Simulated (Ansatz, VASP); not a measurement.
**Two plane-wave programs on SnSe**

The input INCAR:

```
SYSTEM = SnSe
ALGO = Normal ; EDIFF = 1E-6
ENCUT = 520 ; GGA = PS
ISIF = 2 ; ISMEAR = 0
LASPH = .TRUE. ; LCHARG = .TRUE.
LELF = .TRUE. ; LREAL = .FALSE.
LVHAR = .TRUE. ; LWAVE = .FALSE.
NBANDS = 17 ; NELM = 100
PREC = Accurate ; SIGMA = 0.1
```

Contents of KPOINTS:

```
k-points
0
G
  6 6 6
  0 0 0
```

File POSCAR:

```
SnSe
1.0
    0.0000000000      3.0100000000      3.0100000000
    3.0100000000      0.0000000000      3.0100000000
    3.0100000000      3.0100000000      0.0000000000
Sn Se
1 1
Direct
    0.0000000000      0.0000000000      0.0000000000
    0.5000000000      0.5000000000      0.5000000000
```

Input for Ansatz:

```yaml
crystal:
  lattice:
    - [0.0, 3.01, 3.01]
    - [3.01, 0.0, 3.01]
    - [3.01, 3.01, 0.0]
  atoms:
    - { symbol: Sn, position: [0.0, 0.0, 0.0] }
    - { symbol: Se, position: [0.5, 0.5, 0.5] }
basis:
  ecutwfc: 420
kpoints:
  mp_grid: { grid: [6, 6, 6] }
hamiltonian:
  xc: pbesol
scf:
  occupations: { method: gaussian, width: 0.1 }
output:
  forces: true
  stress: true
  eigenvalues: true
```

Alike in both runs: task single point; functional PBEsol; k mesh 6 × 6 × 6; occupations gaussian, width 0.1 eV; no spin polarisation.

|  | VASP | Ansatz |
| --- | --- | --- |
| version | VASP 6.6.1 | Ansatz 0.2.0 |
| potentials or method | VASP PAW PBE potentials, release 64 (Sn_d, Se), cutoff 520 eV | scalar-relativistic, plane waves, PAW |
| valence electrons in the cell | 20 | 30 |

|  | VASP | Ansatz | Ansatz less VASP |
| --- | --- | --- | --- |
| gap on the k mesh at the Fermi level (eV) | 0.65 | 0.64 | -0.002 |
| least direct gap on the mesh (eV) | 0.65 | 0.64 | -0.002 |
| pressure (GPa) | -2.3 | -2.3 | -0.01 |

VASP's potentials were made for PBE, not for PBEsol. VASP's potentials hold 20 valence electrons a cell and Ansatz's 30, so a difference there can come from the potentials and not from the codes.
